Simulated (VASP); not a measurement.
# SiO2 (P6_222) in VASP: notebook, part 2 of 2

VASP 6.6.1. The steps go on from the part before.

### Step 3. Single point, PBE

INCAR

```
ALGO     = Normal         # electronic algorithm
EDIFF    = 1E-6           # SCF threshold, eV
ENCUT    = 520            # plane-wave cutoff, eV
GGA      = PE             # functional
ISIF     = 2              # what is computed and relaxed
ISMEAR   = 0              # smearing method
LASPH    = True           # aspherical terms in the spheres
LCHARG   = True           # write CHGCAR
LELF     = True           # ELF
LREAL    = False          # projectors in reciprocal space
LVHAR    = True         
LWAVE    = False          # write WAVECAR
NBANDS   = 34             # bands
NELM     = 60             # most SCF steps
PREC     = Accurate       # precision mode
SIGMA    = 0.01           # smearing width, eV
```

KPOINTS

```
k-points
0
Gamma
  6 6 4
```

POSCAR

```
SiO2
1.0
    5.1053795040      0.0000000000      0.0000000000
   -2.5526897520      4.4213883464      0.0000000000
    0.0000000000      0.0000000000      5.5850507656
Si O
3 6
Direct
    0.0000000000      0.5000000000      0.6666666667
    0.5000000000      0.5000000000      0.3333333333
    0.5000000000      0.0000000000      0.0000000000
    0.7919802214      0.5839604427      0.5000000000
    0.2080197786      0.7919802214      0.8333333333
    0.5839604427      0.7919802214      0.1666666667
    0.2080197786      0.4160395573      0.5000000000
    0.7919802214      0.2080197786      0.8333333333
    0.4160395573      0.2080197786      0.1666666667
```

Potentials or basis: VASP PAW PBE potentials, release 64 (Si, O).

Started as:

```sh
$ cat potpaw_PBE.64/Si/POTCAR potpaw_PBE.64/O/POTCAR > POTCAR
$ mpirun -np 1 vasp_std > vasp.out
```

OUTCAR:

```text
EDIFF = 1E-6
   ENCUT = 520
   GGA = PE
   ISIF = 2
   ISMEAR = 0
   LASPH = True
   LREAL = False
   NELM = 60
   PREC = Accurate

 ion  position               nearest neighbor table
   1  0.000  0.500  0.667-   5 1.62   8 1.62   7 1.62   4 1.62
   2  0.500  0.500  0.333-   6 1.62   9 1.62   7 1.62   4 1.62
   3  0.500  0.000  0.000-   6 1.62   9 1.62   8 1.62   5 1.62
   4  0.792  0.584  0.500-   1 1.62   2 1.62
   5  0.208  0.792  0.833-   1 1.62   3 1.62
   6  0.584  0.792  0.167-   3 1.62   2 1.62
   7  0.208  0.416  0.500-   1 1.62   2 1.62
   8  0.792  0.208  0.833-   1 1.62   3 1.62
   9  0.416  0.208  0.167-   3 1.62   2 1.62

  LATTYP: Found a hexagonal cell.
 ALAT       =     5.1053795040
 C/A-ratio  =     1.0939540853

  Lattice vectors:

 A1 = (   5.1053795040,   0.0000000000,   0.0000000000)
 A2 = (  -2.5526897520,   4.4213883464,   0.0000000000)
 A3 = (   0.0000000000,   0.0000000000,   5.5850507656)

Analysis of symmetry for initial positions (statically):
=====================================================================
 Subroutine PRICEL returns:
 Original cell was already a primitive cell.

 Routine SETGRP: Setting up the symmetry group for a
 hexagonal supercell.

 Subroutine GETGRP returns: Found 12 space group operations
 (whereof  4 operations were pure point group operations)
 out of a pool of 24 trial point group operations.

The static configuration has the point symmetry D_2 .
 The point group associated with its full space group is D_6 .

Analysis of symmetry for dynamics (positions and initial velocities):
=====================================================================
 Subroutine PRICEL returns:
 Original cell was already a primitive cell.

[... 140 lines left out ...]
  Fermi-wavevector in a.u.,A,eV,Ry     =   1.186544  2.242244 19.155472  1.407887
  Thomas-Fermi vector in A             =   2.322715
   LORBIT       =      0    0 simple, 1 ext, 2 COOP (PROOUT), +10 PAW based schemes
   GGA     = PE    functional components
   LHFCALC =     F    Hartree Fock is set to
   AEXX    =    0.0000 exact exchange contribution
   IVDW    =     0    specifies the selected vdW correction
   LEPSILON=     F    determine dielectric tensor
   LRPA    =     F    only Hartree local field effects (RPA)
 non-spin polarized calculation
 Gauss-broadening in eV      SIGMA  =   0.01
  energy-cutoff  :      520.00
  volume of cell :      126.07
 maximum number of plane-waves:      3420
 NGX is ok and might be reduce to    40
   NGX = 19   NGY = 19   NGZ = 21

 number of electron      47.9999978 magnetization

 Free energy of the ion-electron system (eV)
  ---------------------------------------------------
  ext. energy  EPLUGINS =         0.00000000
  ---------------------------------------------------
  free energy    TOTEN  =       -71.12593658 eV

  energy without entropy =      -71.12593658  energy(sigma->0) =      -71.12593658

 E-fermi :   0.4248     XC(G=0):  -8.6137

 val. band max:        0.3428119882   @ k =   0.5000   0.0000   0.0000
 cond. band min:       5.8936371961   @ k =   0.0000   0.0000   0.0000
 fundamental gap:      5.5508252079
 Fermi energy:         0.4247593769

 k-point     1 :       0.0000    0.0000    0.0000
  band No.  band energies     occupation
      1     -18.9435      2.00000
      2     -17.5313      2.00000
      3     -17.5313      2.00000
      4     -16.9503      2.00000
      5     -16.9156      2.00000
      6     -16.9156      2.00000
[... 766 lines left out ...]
     33      11.7002      0.00000
     34      11.7371      0.00000

------------------------ aborting loop because EDIFF is reached ----------------------------------------

  FORCE on cell =-STRESS in cart. coord.  units (eV):
  Direction    XX          YY          ZZ          XY          YZ          ZX
  --------------------------------------------------------------------------------------
  -------------------------------------------------------------------------------------
  Total        0.0567281      0.0567281      0.0964862     -0.0000000      0.0000000      0.0000000
  in kB        0.7209330      0.7209330      1.2262019     -0.0000000      0.0000000      0.0000000
  external PRESSURE =       0.8893560 kB  Pullay stress =       0.0000000 kB

 VOLUME and BASIS-vectors are now :
 -----------------------------------------------------------------------------
  energy-cutoff  :      520.00
  volume of cell :      126.07
      direct lattice vectors                 reciprocal lattice vectors
     5.105379504  0.000000000  0.000000000     0.195871825  0.113086651  0.000000000
    -2.552689752  4.421388346  0.000000000     0.000000000  0.226173302  0.000000000
     0.000000000  0.000000000  5.585050766     0.000000000  0.000000000  0.179049402

 POSITION                                       TOTAL-FORCE (eV/Angst)
 -----------------------------------------------------------------------------------
     -1.27634      2.21069      3.72337         0.000000      0.000000      0.000000
      1.27634      2.21069      1.86168         0.000000      0.000000      0.000000
      2.55269      0.00000      0.00000         0.000000      0.000000     -0.000000
      2.55269      2.58192      2.79253         0.000000     -0.012216     -0.000000
     -0.95966      3.50165      4.65421         0.010579     -0.006108     -0.000000
      0.95966      3.50165      0.93084        -0.010579     -0.006108     -0.000000
     -0.00000      1.83947      2.79253        -0.000000      0.012216     -0.000000
      3.51235      0.91974      4.65421        -0.010579      0.006108     -0.000000
      1.59303      0.91974      0.93084         0.010579      0.006108     -0.000000
 -----------------------------------------------------------------------------------
    total drift:                               -0.000000      0.000000      0.000001

  FREE ENERGIE OF THE ION-ELECTRON SYSTEM (eV)
  ---------------------------------------------------
  free  energy   TOTEN  =       -71.1259365771 eV

  energy  without entropy=      -71.1259365771  energy(sigma->0) =      -71.12593658
```

stdout:

```text
POSCAR found type information on POSCAR SiO
 POSCAR found :  2 types and       9 ions
 scaLAPACK will be used
 LDA part: xc-table for (Slater+PW92), standard interpolation
 POSCAR, INCAR and KPOINTS ok, starting setup
 FFT: planning ... GRIDC
 FFT: planning ... GRID_SOFT
 FFT: planning ... GRID
 WAVECAR not read
 entering main loop
```

It took 37 s on 1 thread of Intel Xeon 6975P-C (Granite Rapids), shared host; peak memory 0.26 GiB.

What came out:

```
Free energy            : -71.1259 eV
Pressure               : 0.1 GPa
Largest force          : 0.012 eV/Å
Band gap on the k mesh : 5.55 eV, indirect (least direct gap 5.73 eV)
```

Forces on the atoms (eV/Å):
```
Si   0.000  0.000  0.000
Si   0.000  0.000  0.000
Si   0.000  0.000  0.000
O    0.000 -0.012  0.000
O    0.011 -0.006  0.000
O   -0.011 -0.006  0.000
O    0.000  0.012  0.000
O   -0.011  0.006  0.000
O    0.011  0.006  0.000
```
